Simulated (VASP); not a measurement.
# Ba (Fm-3m) in VASP: notebook

Ba is run at these levels: PBE; tasks: single point.

Program: VASP 6.6.1. These are calculated values, not measurements. Logs are shortened: lines on timing, memory, paths and dates and some standing lists are left out, and cuts for length are marked.

## Step 1: The cell of the first run

Symmetry: Fm-3m, No. 225, cubic system. The conventional cell has a = 5.591 Å, b = 5.591 Å, c = 5.591 Å, α = 90.00°, β = 90.00°, γ = 90.00°. Within 5.2 Å of Ba (site symmetry m-3m) lie 12 Ba at 3.95 Å.

## Step 2: Single point, PBE (volume scaled by 0.68)

Contents of INCAR:

```
SYSTEM = Ba
ALGO = Normal
EDIFF = 1E-6
ENCUT = 520
GGA = PE
ISIF = 2
ISMEAR = -1
LASPH = .TRUE.
LCHARG = .FALSE.
LREAL = .FALSE.
LWAVE = .FALSE.
NBANDS = 11
NELM = 80
PREC = Accurate
SIGMA = 0.1
```

Contents of KPOINTS:

```
k-points
0
G
  10 10 10
  0 0 0
```

Contents of POSCAR:

```
Ba
1.0
    0.0000000000      2.7957077850      2.7957077850
    2.7957077850      0.0000000000      2.7957077850
    2.7957077850      2.7957077850      0.0000000000
Ba
1
Direct
    0.0000000000      0.0000000000      0.0000000000
```

Potentials or basis: VASP PAW PBE potentials, release 64 (Ba_sv).

On the command line:

```
> cat potpaw_PBE.64/Ba_sv/POTCAR > POTCAR
> mpirun -np 1 vasp_std > vasp.out
```

OUTCAR:

```text
SYSTEM = Ba
   EDIFF = 1E-6
   ENCUT = 520
   GGA = PE
   ISIF = 2
   ISMEAR = -1
   LASPH = .TRUE.
   LREAL = .FALSE.
   NELM = 80
   PREC = Accurate

 ion  position               nearest neighbor table
   1  0.000  0.000  0.000-

  LATTYP: Found a face centered cubic cell.
 ALAT       =     5.5914155700

  Lattice vectors:

 A1 = (   0.0000000000,   2.7957077850,   2.7957077850)
 A2 = (   2.7957077850,   0.0000000000,   2.7957077850)
 A3 = (   2.7957077850,   2.7957077850,   0.0000000000)

Analysis of symmetry for initial positions (statically):
=====================================================================
 Subroutine PRICEL returns:
 Original cell was already a primitive cell.

 Routine SETGRP: Setting up the symmetry group for a
 face centered cubic supercell.

 Subroutine GETGRP returns: Found 48 space group operations
[... 9 lines left out ...]

 Routine SETGRP: Setting up the symmetry group for a
 face centered cubic supercell.

 Subroutine GETGRP returns: Found 48 space group operations
[... 11 lines left out ...]
                                     Primitive cell

  volume of cell :      43.7024

  direct lattice vectors                    reciprocal lattice vectors
     0.000000000  2.795707785  2.795707785    -0.178845587  0.178845587  0.178845587
     2.795707785  0.000000000  2.795707785     0.178845587 -0.178845587  0.178845587
     2.795707785  2.795707785  0.000000000     0.178845587  0.178845587 -0.178845587

  length of vectors
     3.953727866  3.953727866  3.953727866     0.309769643  0.309769643  0.309769643

  position of ions in fractional coordinates (direct lattice)
     0.000000000  0.000000000  0.000000000

  ion indices of the primitive-cell ions
   primitive index   ion index
                 1           1

----------------------------------------------------------------------------------------

 KPOINTS: k-points

Automatic generation of k-mesh.
 Grid dimensions read from file:
 generate k-points for:   10   10   10

 Generating k-lattice:

  Cartesian coordinates                     Fractional coordinates (reciprocal lattice)
    -0.017884559  0.017884559  0.017884559     0.100000000  0.000000000  0.000000000
     0.017884559 -0.017884559  0.017884559     0.000000000  0.100000000  0.000000000
     0.017884559  0.017884559 -0.017884559     0.000000000  0.000000000  0.100000000

  Length of vectors
     0.030976964  0.030976964  0.030976964

  Shift w.r.t. Gamma in fractional coordinates (k-lattice)
     0.000000000  0.000000000  0.000000000

 Subroutine IBZKPT returns following result:
 ===========================================

 Found     47 irreducible k-points:

 Following reciprocal coordinates:
            Coordinates               Weight
  0.000000  0.000000  0.000000      1.000000
  0.100000  0.000000  0.000000      8.000000
  0.200000  0.000000  0.000000      8.000000
  0.300000  0.000000  0.000000      8.000000
  0.400000  0.000000  0.000000      8.000000
  0.500000  0.000000  0.000000      4.000000
[... 16 lines left out ...]
  0.300000  0.300000  0.000000      6.000000
  0.400000  0.300000  0.000000     24.000000
 [... further k-points ...]
   k-points           NKPTS =     47   k-points in BZ     NKDIM =     47   number of bands    NBANDS=     11
   number of dos      NEDOS =    301   number of ions     NIONS =      1
   total plane-waves  NPLWV =  27000
   dimension x,y,z NGX =    30 NGY =   30 NGZ =   30
   dimension x,y,z NGXF=    60 NGYF=   60 NGZF=   60
   ions per type =               1
   NGX,Y,Z   is equivalent  to a cutoff of  12.61, 12.61, 12.61 a.u.
   NGXF,Y,Z  is equivalent  to a cutoff of  25.23, 25.23, 25.23 a.u.
 SYSTEM =  Ba
   PREC   = accura    normal or accurate (medium, high low for compatibility)
   ISTART =      0    job   : 0-new  1-cont  2-samecut
   ICHARG =      2    charge: 1-file 2-atom 10-const
   ISPIN  =      1    spin polarized calculation?
   LNONCOLLINEAR =      F non collinear calculations
   LSORBIT =      F    spin-orbit coupling
   LASPH  =      T    aspherical Exc in radial PAW
   ENCUT  =  520.0 eV  38.22 Ry    6.18 a.u.   7.35  7.35  7.35*2*pi/ulx,y,z
   NELM   =     80;   NELMIN=  2; NELMDL= -5     # of ELM steps
   EDIFF  = 0.1E-05   stopping-criterion for ELM
   LREAL  =      F    real-space projection
   EDIFFG = 0.1E-04   stopping-criterion for IOM
   NSW    =      0    number of steps for IOM
   IBRION =     -1    ionic relax: 0-MD 1-quasi-New 2-CG
   NFREE  =      0    steps in history (QN), initial steepest desc. (CG)
   ISIF   =      2    stress and relaxation
   ISYM   =      2    0-nonsym 1-usesym 2-fastsym
   POTIM  = 0.5000    time-step for ionic-motion
   TEBEG  =    0.0;   TEEND  =   0.0 temperature during run
   PSTRESS=    0.0 pullay stress
   NELECT =      10.0000    total number of electrons
   NUPDOWN=      -1.0000    fix difference up-down
   EMIN   =  10.00;   EMAX   =-10.00  energy-range for DOS
   EFERMI =   0.00;   METHOD = LEGACY
   ISMEAR =    -1;   SIGMA  =   0.10  broadening in eV -4-tet -1-fermi 0-gaus
   EFERMI_NEDOS =   21; number of points for ismear=-14 and -15
   IALGO  =     38    algorithm
   IMIX   =      4    mixing-type and parameters
     AMIX     =   0.40;   BMIX     =  1.00
     AMIX_MAG =   1.60;   BMIX_MAG =  1.00
  volume/ion in A,a.u.               =      43.70       294.92
  Fermi-wavevector in a.u.,A,eV,Ry     =   1.001320  1.892221 13.641780  1.002643
  Thomas-Fermi vector in A             =   2.133735
   LORBIT       =      0    0 simple, 1 ext, 2 COOP (PROOUT), +10 PAW based schemes
   GGA     = PE    functional components
   LHFCALC =     F    Hartree Fock is set to
   AEXX    =    0.0000 exact exchange contribution
   IVDW    =     0    specifies the selected vdW correction
   LEPSILON=     F    determine dielectric tensor
   LRPA    =     F    only Hartree local field effects (RPA)
 non-spin polarized calculation
  energy-cutoff  :      520.00
  volume of cell :       43.70
 maximum number of plane-waves:      1243
 NGX is ok and might be reduce to    30
   NGX = 15   NGY = 15   NGZ = 15

 number of electron      10.0000000 magnetization

 Free energy of the ion-electron system (eV)
  ---------------------------------------------------
  ext. energy  EPLUGINS =         0.00000000
  ---------------------------------------------------
  free energy    TOTEN  =        -1.65171045 eV

  energy without entropy =       -1.60674719  energy(sigma->0) =       -1.62922882

 E-fermi :   3.0861     XC(G=0):  -8.6803

 val. band max:        2.9887980471   @ k =  -0.3000   0.4000   0.2000
 cond. band min:       3.0914742917   @ k =  -0.4000   0.4000   0.0000
 fundamental gap:      0.1026762446
 Fermi energy:         3.0860706461

 k-point     1 :       0.0000    0.0000    0.0000
  band No.  band energies     occupation
      1     -25.3428      2.00000
      2      -9.8846      2.00000
      3      -9.8846      2.00000
      4      -9.8846      2.00000
      5       0.3503      2.00000
      6       5.2247      0.00000
      7       5.2247      0.00000
      8       5.2247      0.00000
      9       7.5915      0.00000
     10       7.5915      0.00000
     11       9.9548      0.00000

 k-point     2 :       0.1000    0.0000    0.0000
  band No.  band energies     occupation
      1     -25.3257      2.00000
      2     -10.0362      2.00000
      3      -9.9016      2.00000
      4      -9.9016      2.00000
      5       0.6310      2.00000
      6       4.9319      0.00000
      7       5.3494      0.00000
      8       5.3494      0.00000
      9       7.3900      0.00000
     10       7.3900      0.00000
     11      10.5629      0.00000

 k-point     3 :       0.2000    0.0000    0.0000
  band No.  band energies     occupation
      1     -25.2803      2.00000
      2     -10.4080      2.00000
      3      -9.9453      2.00000
      4      -9.9453      2.00000
      5       1.3043      2.00000
      6       4.4958      0.00000
      7       5.5190      0.00000
      8       5.5190      0.00000
      9       7.2455      0.00000
     10       7.2455      0.00000
     11      10.7202      0.00000

 k-point     4 :       0.3000    0.0000    0.0000
  band No.  band energies     occupation
      1     -25.2232      2.00000
      2     -10.8278      2.00000
      3      -9.9981      2.00000
      4      -9.9981      2.00000
      5       1.8706      1.99999
      6       4.5738      0.00000
      7       5.3526      0.00000
      8       5.3526      0.00000
      9       7.8208      0.00000
     10       7.8208      0.00000
     11      10.0417      0.00000

 k-point     5 :       0.4000    0.0000    0.0000
  band No.  band energies     occupation
      1     -25.1762      2.00000
      2     -11.1424      2.00000
      3     -10.0400      2.00000
      4     -10.0400      2.00000
      5       1.9944      1.99996
      6       5.0911      0.00000
      7       5.0911      0.00000
      8       5.2539      0.00000
      9       8.8435      0.00000
     10       8.8435      0.00000
     11       9.8000      0.00000
[... 211 lines left out ...]
 k-point    21 :      -0.3000    0.2000    0.0000
  band No.  band energies     occupation
      1     -25.1590      2.00000
      2     -10.9532      2.00000
      3     -10.4102      2.00000
      4     -10.0584      2.00000
      5       2.9483      1.59713
      6       4.1113      0.00007
      7       4.4438      0.00000
      8       5.8409      0.00000
      9       7.4127      0.00000
     10      10.3428      0.00000
     11      11.9456      0.00000

 k-point    22 :      -0.2000    0.2000    0.0000
  band No.  band energies     occupation
      1     -25.2036      2.00000
      2     -10.7583      2.00000
      3     -10.2792      2.00000
      4      -9.9891      2.00000
      5       2.5204      1.99303
      6       4.0524      0.00013
      7       4.7043      0.00000
      8       6.0554      0.00000
      9       6.4614      0.00000
     10       9.3699      0.00000
     11      12.1284      0.00000

 k-point    23 :       0.3000    0.3000    0.0000
  band No.  band energies     occupation
      1     -25.1839      2.00000
      2     -10.7747      2.00000
      3     -10.2074      2.00000
      4     -10.2074      2.00000
      5       2.1978      1.99972
      6       3.1001      0.93003
      7       5.3514      0.00000
      8       7.2365      0.00000
      9       7.2365      0.00000
     10       8.6895      0.00000
     11      14.1520      0.00000

 k-point    24 :       0.4000    0.3000    0.0000
  band No.  band energies     occupation
      1     -25.1468      2.00000
      2     -10.9409      2.00000
      3     -10.3084      2.00000
      4     -10.2589      2.00000
      5       2.2556      1.99951
      6       2.9623      1.55028
      7       5.4436      0.00000
      8       7.4199      0.00000
      9       8.3098      0.00000
     10       9.3411      0.00000
     11      12.9244      0.00000

 [... further k-points ...]

------------------------ aborting loop because EDIFF is reached ----------------------------------------

  FORCE on cell =-STRESS in cart. coord.  units (eV):
  Direction    XX          YY          ZZ          XY          YZ          ZX
  --------------------------------------------------------------------------------------
  -------------------------------------------------------------------------------------
  Total        1.3981134      1.3981134      1.3981134     -0.0000000      0.0000000     -0.0000000
  in kB       51.2563488     51.2563488     51.2563488     -0.0000000      0.0000000     -0.0000000
  external PRESSURE =      51.2563488 kB  Pullay stress =       0.0000000 kB

 VOLUME and BASIS-vectors are now :
 -----------------------------------------------------------------------------
  energy-cutoff  :      520.00
  volume of cell :       43.70
      direct lattice vectors                 reciprocal lattice vectors
     0.000000000  2.795707785  2.795707785    -0.178845587  0.178845587  0.178845587
     2.795707785  0.000000000  2.795707785     0.178845587 -0.178845587  0.178845587
     2.795707785  2.795707785  0.000000000     0.178845587  0.178845587 -0.178845587

 POSITION                                       TOTAL-FORCE (eV/Angst)
 -----------------------------------------------------------------------------------
      0.00000      0.00000      0.00000         0.000000      0.000000      0.000000
 -----------------------------------------------------------------------------------
    total drift:                               -0.000000     -0.000000     -0.000000

  FREE ENERGIE OF THE ION-ELECTRON SYSTEM (eV)
  ---------------------------------------------------
  free  energy   TOTEN  =        -1.6517104502 eV

  energy  without entropy=       -1.6067471887  energy(sigma->0) =       -1.62922882
```

Run time: 8.7 s. Hardware: 1 thread of Intel Xeon 6975P-C (Granite Rapids), shared host; peak memory 0.17 GiB.

Results:

```yaml
Free_energy: -1.6517 eV
Pressure: 5.1 GPa
Band_gap_on_the_k_mesh: zero (band 5 reaches 3.35 eV, above the bottom of band 6 at 2.44 eV)
```

Caveat: spin-orbit coupling is left out, which moves the levels of the heavy elements.

## Step 3: Single point, PBE (volume scaled by 0.68)

Contents of INCAR:

```
  ALGO = Normal
  EDIFF = 1E-6
  ENCUT = 520
  GGA = PE
  ISIF = 2
  ISMEAR = -1
  LASPH = T
  LCHARG = T
  LELF = T
  LREAL = F
  LVHAR = T
  LWAVE = F
  NBANDS = 11
  NELM = 80
  PREC = Accurate
  SIGMA = 0.1
```

Contents of KPOINTS:

```
k-points
0
Gamma
  10 10 10
```

POSCAR is that of step 2.

Potentials or basis: VASP PAW PBE potentials, release 64 (Ba_sv).

On the command line:

```
> cat potpaw_PBE.64/Ba_sv/POTCAR > POTCAR
> mpirun -np 1 vasp_std > vasp.out
```

Wall time 9.2 s (1 thread of Intel Xeon 6975P-C (Granite Rapids), shared host); peak memory 0.17 GiB.

Results (log left out):

- Free energy: -1.6517 eV
- Pressure: 5.1 GPa
- Band gap on the k mesh: zero (band 5 reaches 3.35 eV, above the bottom of band 6 at 2.44 eV)

Levels at points of the mesh, in eV from the Fermi level:
```tsv
k point	band 3	band 4	band 5	band 6	band 7	band 8
(0.00, 0.00, 0.00)	-12.97	-12.97	-2.74	2.14	2.14	2.14
(0.50, 0.00, 0.00)	-13.14	-13.14	-1.11	1.90	1.90	2.58
(0.50, 0.50, 0.00)	-13.45	-13.45	-1.36	-0.64	4.09	6.43
```

Caveat: spin-orbit coupling is left out, which moves the levels of the heavy elements.

## Step 4: Single point, PBE (volume scaled by 0.76)

Contents of INCAR:

```
SYSTEM = Ba
PREC = Accurate ; ENCUT = 520
EDIFF = 1E-6 ; ISMEAR = -1
SIGMA = 0.1 ; LREAL = .False.
LASPH = .True. ; NELM = 80
ALGO = Normal ; ISIF = 2
LWAVE = .False. ; LCHARG = .False.
GGA = PE ; NBANDS = 11
```

Contents of KPOINTS:

```
Automatic mesh
0
Gamma
  10 10 10
  0 0 0
```

Contents of POSCAR:

```
Ba
1.0
    0.0000000000      2.9013046606      2.9013046606
    2.9013046606      0.0000000000      2.9013046606
    2.9013046606      2.9013046606      0.0000000000
Ba
1
Direct
    0.0000000000      0.0000000000      0.0000000000
```

On the command line:

```
> cat potpaw_PBE.64/Ba_sv/POTCAR > POTCAR
> mpirun -np 1 vasp_std > vasp.out
```

Run time: 7.4 s. Hardware: 1 thread of Intel Xeon 6975P-C (Granite Rapids), shared host; peak memory 0.18 GiB.

It converged, with:

```
Free energy            : -1.7839 eV
Pressure               : 3.2 GPa
Band gap on the k mesh : zero (band 5 reaches 2.80 eV, above the bottom of band 6 at 2.15 eV)
```

Levels at points of the mesh, in eV from the Fermi level:
| k point | band 1 | band 2 | band 3 | band 4 | band 5 | band 6 | band 7 | band 8 | band 9 | band 10 |
| --- | --- | --- | --- | --- | --- | --- | --- | --- | --- | --- |
| (0.00, 0.00, 0.00) | -28.52 | -13.25 | -13.25 | -13.25 | -2.81 | 2.03 | 2.03 | 2.03 | 4.13 | 4.13 |
| (0.50, 0.00, 0.00) | -28.40 | -14.25 | -13.37 | -13.37 | -1.06 | 1.83 | 1.83 | 2.01 | 5.76 | 5.76 |
| (0.50, 0.50, 0.00) | -28.37 | -14.18 | -13.60 | -13.60 | -1.17 | -0.47 | 3.34 | 5.80 | 6.28 | 6.28 |

Caveat: spin-orbit coupling is left out, which moves the levels of the heavy elements.

[end of part 1 of 2]
